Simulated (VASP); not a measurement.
Set up this calculation in VASP 6.6.1, as the native input.

```
Task                   : single point
Functional             : PBE
Potentials or basis    : VASP PAW PBE potentials, release 64 (Mo_sv)
Cutoff                 : 520 eV
k mesh                 : 20 × 20 × 20
Occupations            : gaussian, width 0.15 eV
Spin                   : no spin polarisation
Dipole correction      : no
Further INCAR settings : ALGO = Fast; EDIFF = 1e-06; NBANDS = 13
```

The structure of Mo lies in POSCAR:

```
Mo
1.0
   -0.2201130824      2.0010280217      2.3011822250
    1.7809149393      0.0000000000      2.0810691426
    2.0010280217      2.0010280217     -0.2201130824
Mo
1
Direct
    0.0000000000      0.0000000000      0.0000000000
```

This cell differs from its parent crystal: engineering shear strain xz -0.2200, normal strain along z +0.1500.

These files were run (other wordings do the same):

INCAR

```
PREC = Accurate
ENCUT = 520
EDIFF = 1E-6
ISMEAR = 0
SIGMA = 0.15
LREAL = F
LASPH = T
NELM = 80
ALGO = Fast
ISIF = 2
LWAVE = F
LCHARG = T
GGA = PE
LELF = T
LVHAR = T
NBANDS = 13
```

KPOINTS

```
Automatic mesh
0
Gamma
  20 20 20
```

Potentials or basis: VASP PAW PBE potentials, release 64 (Mo_sv).

Command:

```sh
$ cat potpaw_PBE.64/Mo_sv/POTCAR > POTCAR
$ mpirun -np 1 vasp_std > vasp.out
```

It gave:

```yaml
Pressure: -20.4 GPa
Band_gap_on_the_k_mesh: zero (band 7 reaches 12.99 eV, above the bottom of band 8 at 9.44 eV)
```

Caveat: the cell differs from its parent crystal (engineering shear strain xz -0.2200, normal strain along z +0.1500).

It took 3.3 min on 1 thread of Intel Xeon 6975P-C, with other jobs on the host, peak memory 0.54 GiB.
